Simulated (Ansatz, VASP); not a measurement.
## One calculation of InAs, two programs

```xyz
2
Lattice="0.0000 3.0240 3.0240 3.0240 0.0000 3.0240 3.0240 3.0240 0.0000" Properties=species:S:1:pos:R:3 pbc="T T T"
In    0.0000    0.0000    0.0000
As    4.5360    4.5360    4.5360
```

Alike in both runs: task single point; functional PBE; k mesh 10 × 10 × 10; occupations fermi-dirac, width 0.08 eV; non-collinear spin, spin-orbit coupling.

|  | VASP | Ansatz |
| --- | --- | --- |
| version | VASP 6.6.1 | Ansatz 0.2.0 |
| potentials or method | VASP PAW PBE potentials, release 64 (In_d, As), cutoff 520 eV | all-electron LAPW |

Ansatz gave:

* pressure (GPa): 3.8
* net moment per atom (μB): 0.00

Problem. Estimate VASP's values.

Solution. Pressure (GPa): 3.9; net moment per atom (μB): 0.00.

Ansatz ran all-electron here, and VASP with PAW potentials.
